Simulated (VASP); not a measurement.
# Eu (Im-3m) in VASP: a series of runs, part 2 of 2

VASP 6.6.1. Earlier steps stand in the parts before.

## Step 3: Single point, PBE, collinear spin, ferromagnetic start (40.39 Å³/atom)

This run uses another cell than the first one, of 40.39 Å³/atom.

Contents of INCAR:

```
PREC = Accurate
ENCUT = 520
EDIFF = 1E-6
ISMEAR = 0
SIGMA = 0.05
LREAL = False
LASPH = True
NELM = 150
ALGO = Fast
ISIF = 2
LWAVE = False
LCHARG = True
ISPIN = 2
MAGMOM = 7.7
LORBIT = 11
LMAXMIX = 6
GGA = PE
LELF = True
LVHAR = True
NBANDS = 18
```

Contents of KPOINTS:

```
Automatic mesh
0
Gamma
  14 14 14
```

Contents of POSCAR:

```
Eu
1.0
   -2.1614299943      2.1614299943      2.1614299943
    2.1614299943     -2.1614299943      2.1614299943
    2.1614299943      2.1614299943     -2.1614299943
Eu
1
Direct
    0.0000000000      0.0000000000      0.0000000000
```

Potentials or basis: VASP PAW PBE potentials, release 64 (Eu).

The run is started by

```console
> cat potpaw_PBE.64/Eu/POTCAR > POTCAR
> mpirun -np 1 vasp_std > vasp.out
```

OUTCAR:

```text
PREC = Accurate
   ENCUT = 520
   EDIFF = 1E-6
   ISMEAR = 0
   LREAL = False
   LASPH = True
   NELM = 150
   ISIF = 2
   ISPIN = 2
   LORBIT = 11
   GGA = PE

 ion  position               nearest neighbor table
   1  0.000  0.000  0.000-

  LATTYP: Found a body centered cubic cell.
 ALAT       =     4.3228599886

  Lattice vectors:

 A1 = (  -2.1614299943,   2.1614299943,   2.1614299943)
 A2 = (   2.1614299943,  -2.1614299943,   2.1614299943)
 A3 = (   2.1614299943,   2.1614299943,  -2.1614299943)

Analysis of symmetry for initial positions (statically):
=====================================================================
 Subroutine PRICEL returns:
 Original cell was already a primitive cell.

 Routine SETGRP: Setting up the symmetry group for a
 body centered cubic supercell.

 Subroutine GETGRP returns: Found 48 space group operations
 (whereof 48 operations were pure point group operations)
 out of a pool of 48 trial point group operations.

The static configuration has the point symmetry O_h .

Analysis of symmetry for dynamics (positions and initial velocities):
=====================================================================
 Subroutine PRICEL returns:
 Original cell was already a primitive cell.

 Routine SETGRP: Setting up the symmetry group for a
 body centered cubic supercell.

 Subroutine GETGRP returns: Found 48 space group operations
 (whereof 48 operations were pure point group operations)
 out of a pool of 48 trial point group operations.

The dynamic configuration has the point symmetry O_h .

Analysis of structural, dynamic, and magnetic symmetry:
=====================================================================
 Subroutine PRICEL returns:
 Original cell was already a primitive cell.

 Routine SETGRP: Setting up the symmetry group for a
 body centered cubic supercell.

 Subroutine GETGRP returns: Found 48 space group operations
 (whereof 48 operations were pure point group operations)
 out of a pool of 48 trial point group operations.

The overall configuration has the point symmetry O_h .

[... 132 lines left out ...]
 maximum number of plane-waves:      1112
   NGX = 13   NGY = 13   NGZ = 13

 number of electron      17.0000003 magnetization       7.2185889

 Free energy of the ion-electron system (eV)
  ---------------------------------------------------
  ext. energy  EPLUGINS =         0.00000000
  ---------------------------------------------------
  free energy    TOTEN  =       -11.43759135 eV

  energy without entropy =      -11.43626155  energy(sigma->0) =      -11.43692645

 E-fermi :   2.2547     XC(G=0):  -8.9954

 val. band max:        2.2502786447   @ k =   0.3571   0.1429   0.1429
 cond. band min:       2.2754423879   @ k =   0.2857   0.2857   0.0000
 fundamental gap:      0.0251637432
 Fermi energy:         2.2547290320

 spin component 1

 k-point     1 :       0.0000    0.0000    0.0000
  band No.  band energies     occupation
      1     -39.3470      1.00000
      2     -17.8681      1.00000
      3     -17.8681      1.00000
      4     -17.8681      1.00000
      5      -2.1527      1.00000
      6       1.7333      1.00000
[... 493 lines left out ...]
     17       7.9955      0.00000
     18       9.8213      0.00000

 [... further k-points ...]

 spin component 2

 k-point     1 :       0.0000    0.0000    0.0000
  band No.  band energies     occupation
      1     -36.2365      1.00000
      2     -15.5497      1.00000
      3     -15.5497      1.00000
      4     -15.5497      1.00000
      5      -1.4167      1.00000
      6       5.1111      0.00000
[... 493 lines left out ...]
     17       9.3456      0.00000
     18      11.0550      0.00000

 [... further k-points ...]

------------------------ aborting loop because EDIFF is reached ----------------------------------------

  FORCE on cell =-STRESS in cart. coord.  units (eV):
  Direction    XX          YY          ZZ          XY          YZ          ZX
  --------------------------------------------------------------------------------------
  -------------------------------------------------------------------------------------
  Total        0.0629753      0.0629753      0.0629753      0.0000000     -0.0000000     -0.0000000
  in kB        2.4980264      2.4980264      2.4980264      0.0000000     -0.0000000     -0.0000000
  external PRESSURE =       2.4980264 kB  Pullay stress =       0.0000000 kB

 VOLUME and BASIS-vectors are now :
 -----------------------------------------------------------------------------
  energy-cutoff  :      520.00
  volume of cell :       40.39
      direct lattice vectors                 reciprocal lattice vectors
    -2.161429994  2.161429994  2.161429994     0.000000000  0.231328334  0.231328334
     2.161429994 -2.161429994  2.161429994     0.231328334  0.000000000  0.231328334
     2.161429994  2.161429994 -2.161429994     0.231328334  0.231328334  0.000000000

 POSITION                                       TOTAL-FORCE (eV/Angst)
 -----------------------------------------------------------------------------------
      0.00000      0.00000      0.00000        -0.000000      0.000000      0.000000
 -----------------------------------------------------------------------------------
    total drift:                                0.000000      0.000000      0.000000

  FREE ENERGIE OF THE ION-ELECTRON SYSTEM (eV)
  ---------------------------------------------------
  free  energy   TOTEN  =       -11.4375913509 eV

  energy  without entropy=      -11.4362615526  energy(sigma->0) =      -11.43692645

 total charge

# of ion       s       p       d       f       tot
--------------------------------------------------
    1        2.088   5.707   0.311   6.634  14.739

 magnetization (x)

# of ion       s       p       d       f       tot
--------------------------------------------------
    1       -0.003  -0.095   0.121   6.631   6.653
```

Wall time 9.1 min (1 thread of Oxide Virtual Turin-like, shared host); peak memory 0.24 GiB.

Results:

| Quantity | Value |
| --- | --- |
| Free energy | -11.4376 eV |
| Pressure | 0.2 GPa |
| Net moment | 7.22 μB per cell |
| Site moments | Eu +6.65 μB |
| Valence electrons inside the program's atomic spheres | Eu 14.74 |

Levels at points of the mesh, in eV from the Fermi level:
Spin up:
| k point | band 8 | band 9 | band 10 | band 11 | band 12 | band 13 | band 14 | band 15 | band 16 | band 17 |
| --- | --- | --- | --- | --- | --- | --- | --- | --- | --- | --- |
| (0.00, 0.00, 0.00) | -0.52 | -0.35 | -0.35 | -0.35 | -0.31 | 1.86 | 1.86 | 1.86 | 3.66 | 3.69 |
| (0.50, 0.00, 0.00) | -0.49 | -0.37 | -0.36 | -0.35 | -0.33 | 0.41 | 0.99 | 3.59 | 4.32 | 6.18 |
| (0.50, 0.50, 0.50) | -0.48 | -0.48 | -0.48 | -0.30 | -0.30 | -0.30 | 5.31 | 5.32 | 5.37 | 5.49 |
Spin down:
| k point | band 3 | band 4 | band 5 | band 6 | band 7 | band 8 |
| --- | --- | --- | --- | --- | --- | --- |
| (0.00, 0.00, 0.00) | -17.80 | -17.80 | -3.67 | 2.86 | 2.86 | 2.86 |
| (0.50, 0.00, 0.00) | -18.01 | -17.81 | -1.00 | 1.29 | 1.70 | 3.89 |
| (0.50, 0.50, 0.50) | -18.24 | -18.24 | -0.43 | -0.43 | 3.98 | 3.98 |

Caveat: spin-orbit coupling is left out, which moves the levels of the heavy elements; semilocal functionals describe open f shells poorly, which spoils levels, moments and volumes. The state reached can hang on the start; a lower one may exist.

## Step 4: Single point, PBE, collinear spin, ferromagnetic start (42.07 Å³/atom)

This run uses another cell than the first one, of 42.07 Å³/atom.

Contents of INCAR:

```
SYSTEM = Eu
PREC     = Accurate       ! precision mode
ENCUT    = 520            ! plane-wave cutoff, eV
EDIFF    = 1E-7           ! SCF threshold, eV
ISMEAR   = 0              ! smearing method
SIGMA    = 0.05           ! smearing width, eV
LREAL    = .FALSE.        ! projectors in reciprocal space
LASPH    = .TRUE.         ! aspherical terms in the spheres
NELM     = 150            ! most SCF steps
ALGO     = Normal         ! electronic algorithm
ISIF     = 2              ! what is computed and relaxed
LWAVE    = .FALSE.        ! write WAVECAR
LCHARG   = .FALSE.        ! write CHGCAR
ISPIN    = 2              ! spin polarisation
MAGMOM   = 7.7            ! initial moments
LORBIT   = 11             ! projections on sites
LMAXMIX  = 6              ! l up to which the mixer works
GGA      = PE             ! functional
NBANDS   = 18             ! bands
```

Contents of KPOINTS:

```
regular mesh
0
G
  14 14 14
  0 0 0
```

Contents of POSCAR:

```
Eu
1.0
   -2.1910423041      2.1910423041      2.1910423041
    2.1910423041     -2.1910423041      2.1910423041
    2.1910423041      2.1910423041     -2.1910423041
Eu
1
Direct
    0.0000000000      0.0000000000      0.0000000000
```

Potentials or basis: VASP PAW PBE potentials, release 64 (Eu).

The run is started by

```console
> cat potpaw_PBE.64/Eu/POTCAR > POTCAR
> mpirun -np 1 vasp_std > vasp.out
```

OUTCAR:

```text
SYSTEM = Eu
   PREC = Accurate
   ENCUT = 520
   EDIFF = 1E-7
   ISMEAR = 0
   LREAL = .FALSE.
   LASPH = .TRUE.
   NELM = 150
   ISIF = 2
   ISPIN = 2
   LORBIT = 11
   GGA = PE

 ion  position               nearest neighbor table
   1  0.000  0.000  0.000-

  LATTYP: Found a body centered cubic cell.
 ALAT       =     4.3820846082

  Lattice vectors:

 A1 = (  -2.1910423041,   2.1910423041,   2.1910423041)
 A2 = (   2.1910423041,  -2.1910423041,   2.1910423041)
 A3 = (   2.1910423041,   2.1910423041,  -2.1910423041)

Analysis of symmetry for initial positions (statically):
=====================================================================
 Subroutine PRICEL returns:
 Original cell was already a primitive cell.

 Routine SETGRP: Setting up the symmetry group for a
 body centered cubic supercell.

 Subroutine GETGRP returns: Found 48 space group operations
 (whereof 48 operations were pure point group operations)
 out of a pool of 48 trial point group operations.

The static configuration has the point symmetry O_h .

Analysis of symmetry for dynamics (positions and initial velocities):
=====================================================================
 Subroutine PRICEL returns:
 Original cell was already a primitive cell.

 Routine SETGRP: Setting up the symmetry group for a
 body centered cubic supercell.

 Subroutine GETGRP returns: Found 48 space group operations
 (whereof 48 operations were pure point group operations)
 out of a pool of 48 trial point group operations.

The dynamic configuration has the point symmetry O_h .

Analysis of structural, dynamic, and magnetic symmetry:
=====================================================================
 Subroutine PRICEL returns:
 Original cell was already a primitive cell.

 Routine SETGRP: Setting up the symmetry group for a
 body centered cubic supercell.

 Subroutine GETGRP returns: Found 48 space group operations
 (whereof 48 operations were pure point group operations)
[... 131 lines left out ...]
 spin polarized calculation
 Gauss-broadening in eV      SIGMA  =   0.05
  energy-cutoff  :      520.00
  volume of cell :       42.07
 maximum number of plane-waves:      1157
   NGX = 15   NGY = 15   NGZ = 15

 number of electron      16.9999992 magnetization       7.2302670

 Free energy of the ion-electron system (eV)
  ---------------------------------------------------
  ext. energy  EPLUGINS =         0.00000000
  ---------------------------------------------------
  free energy    TOTEN  =       -11.43879227 eV

  energy without entropy =      -11.43727939  energy(sigma->0) =      -11.43803583

 E-fermi :   2.1121     XC(G=0):  -8.8294

 val. band max:        2.1107682572   @ k =  -0.4286   0.5000   0.2143
 cond. band min:       2.1184199846   @ k =  -0.4286   0.5000   0.2857
 fundamental gap:      0.0076517274
 Fermi energy:         2.1120605055

 spin component 1

 k-point     1 :       0.0000    0.0000    0.0000
  band No.  band energies     occupation
      1     -39.5300      1.00000
      2     -18.0844      1.00000
      3     -18.0844      1.00000
      4     -18.0844      1.00000
      5      -2.2485      1.00000
      6       1.5912      1.00000
[... 493 lines left out ...]
     17       7.5441      0.00000
     18       9.2631      0.00000

 [... further k-points ...]

 spin component 2

 k-point     1 :       0.0000    0.0000    0.0000
  band No.  band energies     occupation
      1     -36.4128      1.00000
      2     -15.7662      1.00000
      3     -15.7662      1.00000
      4     -15.7662      1.00000
      5      -1.5347      1.00000
      6       4.9085      0.00000
[... 493 lines left out ...]
     17       8.8727      0.00000
     18      10.5680      0.00000

 [... further k-points ...]

------------------------ aborting loop because EDIFF is reached ----------------------------------------

  FORCE on cell =-STRESS in cart. coord.  units (eV):
  Direction    XX          YY          ZZ          XY          YZ          ZX
  --------------------------------------------------------------------------------------
  -------------------------------------------------------------------------------------
  Total       -0.0705103     -0.0705103     -0.0705103     -0.0000000      0.0000000     -0.0000000
  in kB       -2.6850400     -2.6850400     -2.6850400     -0.0000000      0.0000000     -0.0000000
  external PRESSURE =      -2.6850400 kB  Pullay stress =       0.0000000 kB

 VOLUME and BASIS-vectors are now :
 -----------------------------------------------------------------------------
  energy-cutoff  :      520.00
  volume of cell :       42.07
      direct lattice vectors                 reciprocal lattice vectors
    -2.191042304  2.191042304  2.191042304     0.000000000  0.228201892  0.228201892
     2.191042304 -2.191042304  2.191042304     0.228201892  0.000000000  0.228201892
     2.191042304  2.191042304 -2.191042304     0.228201892  0.228201892  0.000000000

 POSITION                                       TOTAL-FORCE (eV/Angst)
 -----------------------------------------------------------------------------------
      0.00000      0.00000      0.00000        -0.000000      0.000000     -0.000000
 -----------------------------------------------------------------------------------
    total drift:                                0.000000      0.000000      0.000000

  FREE ENERGIE OF THE ION-ELECTRON SYSTEM (eV)
  ---------------------------------------------------
  free  energy   TOTEN  =       -11.4387922732 eV

  energy  without entropy=      -11.4372793857  energy(sigma->0) =      -11.43803583

 total charge

# of ion       s       p       d       f       tot
--------------------------------------------------
    1        2.086   5.710   0.291   6.645  14.733

 magnetization (x)

# of ion       s       p       d       f       tot
--------------------------------------------------
    1       -0.004  -0.097   0.118   6.643   6.660
```

OSZICAR:

```text
N       E                     dE             d eps       ncg     rms          rms(c)
DAV:   1     0.104549330166E+03    0.10455E+03   -0.64630E+03  9250   0.403E+03
DAV:   2     0.682414143135E+01   -0.97725E+02   -0.86646E+02  9518   0.279E+02
DAV:   3    -0.751905822904E+01   -0.14343E+02   -0.14086E+02 11418   0.986E+01
[... 12 lines left out ...]
DAV:  16    -0.114387889738E+02    0.10115E-04   -0.29843E-05 12112   0.982E-02    0.168E-02
DAV:  17    -0.114387918251E+02   -0.28513E-05   -0.49969E-06 12934   0.333E-02    0.172E-02
DAV:  18    -0.114387921206E+02   -0.29550E-06   -0.54539E-07 12638   0.559E-03    0.957E-03
DAV:  19    -0.114387922564E+02   -0.13585E-06   -0.89912E-08  6596   0.551E-03    0.154E-03
DAV:  20    -0.114387922732E+02   -0.16722E-07   -0.10473E-08  5064   0.160E-03
   1 F= -.11438792E+02 E0= -.11438036E+02  d E =-.151289E-02  mag=     7.2302
```

It took 4.8 min on 1 thread of Oxide Virtual Turin-like, shared host; peak memory 0.24 GiB.

What came out:

* Free energy: -11.4388 eV
* Pressure: -0.3 GPa
* Net moment: 7.23 μB per cell
* Site moments: Eu +6.66 μB
* Valence electrons inside the program's atomic spheres: Eu 14.73

Caveat: spin-orbit coupling is left out, which moves the levels of the heavy elements; semilocal functionals describe open f shells poorly, which spoils levels, moments and volumes.

## Step 5: Single point, PBE, collinear spin, ferromagnetic start (43.76 Å³/atom)

This run uses another cell than the first one, of 43.76 Å³/atom.

Contents of INCAR:

```
  PREC = Accurate
  ENCUT = 520
  EDIFF = 1E-6
  ISMEAR = 0
  SIGMA = 0.05
  LREAL = False
  LASPH = True
  NELM = 150
  ALGO = Fast
  ISIF = 2
  LWAVE = False
  LCHARG = False
  ISPIN = 2
  MAGMOM = 7.7
  LORBIT = 11
  LMAXMIX = 6
  GGA = PE
  NBANDS = 18
```

Contents of KPOINTS:

```
regular mesh
0
Gamma
  14 14 14
```

Contents of POSCAR:

```
Eu
1.0
   -2.2198751146      2.2198751146      2.2198751146
    2.2198751146     -2.2198751146      2.2198751146
    2.2198751146      2.2198751146     -2.2198751146
Eu
1
Direct
    0.0000000000      0.0000000000      0.0000000000
```

The run is started by

```console
> cat potpaw_PBE.64/Eu/POTCAR > POTCAR
> mpirun -np 1 vasp_std > vasp.out
```

Wall time 9.4 min (1 thread of Oxide Virtual Turin-like, shared host); peak memory 0.27 GiB.

It converged, with:

* Free energy: -11.4344 eV
* Pressure: -0.8 GPa
* Net moment: 7.25 μB per cell
* Site moments: Eu +6.67 μB
* Valence electrons inside the program's atomic spheres: Eu 14.73

Levels at points of the mesh, in eV from the Fermi level:
Spin up:
```tsv
k point	band 8	band 9	band 10	band 11	band 12	band 13	band 14	band 15	band 16	band 17
(0.00, 0.00, 0.00)	-0.52	-0.37	-0.37	-0.37	-0.34	1.79	1.79	1.81	3.44	3.44
(0.50, 0.00, 0.00)	-0.49	-0.40	-0.38	-0.37	-0.36	0.45	0.74	3.33	4.02	5.68
(0.50, 0.50, 0.50)	-0.49	-0.49	-0.49	-0.33	-0.33	-0.33	4.82	4.84	5.05	5.10
```
Spin down:
| k point | band 3 | band 4 | band 5 | band 6 | band 7 | band 8 |
| --- | --- | --- | --- | --- | --- | --- |
| (0.00, 0.00, 0.00) | -17.94 | -17.94 | -3.61 | 2.74 | 2.74 | 2.74 |
| (0.50, 0.00, 0.00) | -18.10 | -17.95 | -0.95 | 1.29 | 1.41 | 3.91 |
| (0.50, 0.50, 0.50) | -18.29 | -18.29 | -0.29 | -0.29 | 3.91 | 3.91 |

Caveat: spin-orbit coupling is left out, which moves the levels of the heavy elements; semilocal functionals describe open f shells poorly, which spoils levels, moments and volumes. The state reached can hang on the start; a lower one may exist.

## Step 6: The runs side by side

```tsv
cell	gap on the mesh (eV)	pressure (GPa)	moment (μB)
a = 3.691 Å, angles 109.5°, 1 atom	none	1.1	7.21
a = 3.744 Å, angles 109.5°, 1 atom	none	0.2	7.22
a = 3.795 Å, angles 109.5°, 1 atom	none	-0.3	7.23
a = 3.845 Å, angles 109.5°, 1 atom	none	-0.8	7.25
```

Alike in all rows: task single point; level PBE; potentials or basis VASP PAW PBE potentials, release 64 (Eu); spin collinear, ferromagnetic start; k mesh 14 × 14 × 14; cutoff (eV) 520; smearing gaussian 0.05 eV.

Caveats: spin-orbit coupling is left out, which moves the levels of the heavy elements; semilocal functionals describe open f shells poorly, which spoils levels, moments and volumes.

Total energies depend on the potentials used, so only differences within one code and one set of settings carry meaning.

The gap in the log of VASP goes by the Fermi energy; the results here count the filled bands.